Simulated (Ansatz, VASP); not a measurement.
**SbS3 in VASP and in Ansatz**

```xyz
4
Lattice="0.0000 4.0672 4.0672 4.0672 0.0000 4.0672 4.0672 4.0672 0.0000" Properties=species:S:1:pos:R:3 pbc="T T T"
Sb    0.0000    0.0000    0.0000
S     2.0336    2.0336    2.0336
S     6.1008    6.1008    6.1008
S     4.0672    4.0672    4.0672
```

Change from the starting cell: species swapped into the K3Na type (Fm-3m, No. 225).

Alike in both runs: task relaxation of cell and atoms; functional PBE; k mesh 4 × 4 × 4; occupations gaussian, width 0.1 eV; no spin polarisation.

|  | VASP | Ansatz |
| --- | --- | --- |
| version | VASP 6.6.1 | Ansatz 0.2.0 |
| potentials or method | VASP PAW PBE potentials, release 64 (Sb, S), cutoff 600 eV | scalar-relativistic, plane waves, PAW |
| valence electrons in the cell | 23 | 33 |

VASP gave:

```
gap on the k mesh at the Fermi level, each at its own relaxed structure (eV) : none
relaxed volume (Å³/atom)                                                     : 18.76
relaxed cell length with the largest relative difference (Å)                 : 4.734
```

Question: What did Ansatz give for the same quantities?

Answer: gap on the k mesh at the Fermi level, each at its own relaxed structure (eV): none; relaxed volume (Å³/atom): 18.79; relaxed cell length with the largest relative difference (Å): 4.737.

A gap of «none» marks a metal or a gap that the smearing closes. VASP's potentials hold 23 valence electrons a cell and Ansatz's 33, so a difference there can come from the potentials and not from the codes.

Spin-orbit coupling is off throughout. Noted on VASP's run: the volume moved by over 15 % at a fixed basis, so the end points are rough.
